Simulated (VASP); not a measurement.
Write the native input for VASP 6.6.1 that does the following.

| Property | Result |
| --- | --- |
| Task | single point |
| Functional | PBE |
| Dispersion | D3(BJ) |
| Potentials or basis | VASP PAW PBE potentials, release 64 (Zn, S) |
| Cutoff | 520 eV |
| k mesh | 8 × 8 × 8 |
| Occupations | gaussian, width 0.05 eV |
| Spin | no spin polarisation |
| Dipole correction | no |
| Further INCAR settings | ALGO = Normal; EDIFF = 1e-07; NBANDS = 16 |

The structure of ZnS lies in POSCAR:

```
ZnS
1.0
    0.0000000000      2.6963663355      2.6963663355
    2.6963663355      0.0000000000      2.6963663355
    2.6963663355      2.6963663355      0.0000000000
Zn S
1 1
Direct
    0.0000000000      0.0000000000      0.0000000000
    0.7500000000      0.7500000000      0.7500000000
```

These files were run (other wordings do the same):

INCAR

```
SYSTEM = ZnS
PREC = Accurate
ENCUT = 520
EDIFF = 1E-7
ISMEAR = 0
SIGMA = 0.05
LREAL = .FALSE.
LASPH = .TRUE.
NELM = 80
ALGO = Normal
ISIF = 2
LWAVE = .FALSE.
LCHARG = .FALSE.
GGA = PE
IVDW = 12
NBANDS = 16
```

KPOINTS

```
regular mesh
0
G
  8 8 8
  0 0 0
```

Potentials or basis: VASP PAW PBE potentials, release 64 (Zn, S).

Command:

```sh
$ cat potpaw_PBE.64/Zn/POTCAR potpaw_PBE.64/S/POTCAR > POTCAR
$ mpirun -np 1 vasp_std > vasp.out
```

Results of the run:

```
Pressure                   : -0.5 GPa
Band gap on the k mesh     : 2.14 eV, direct
Dispersion energy per atom : -0.310 eV
```

Wall time 21 s on 1 thread of Intel(R) Xeon(R) Platinum 8488C (Sapphire Rapids), with other jobs on the host, peak memory 0.17 GiB.
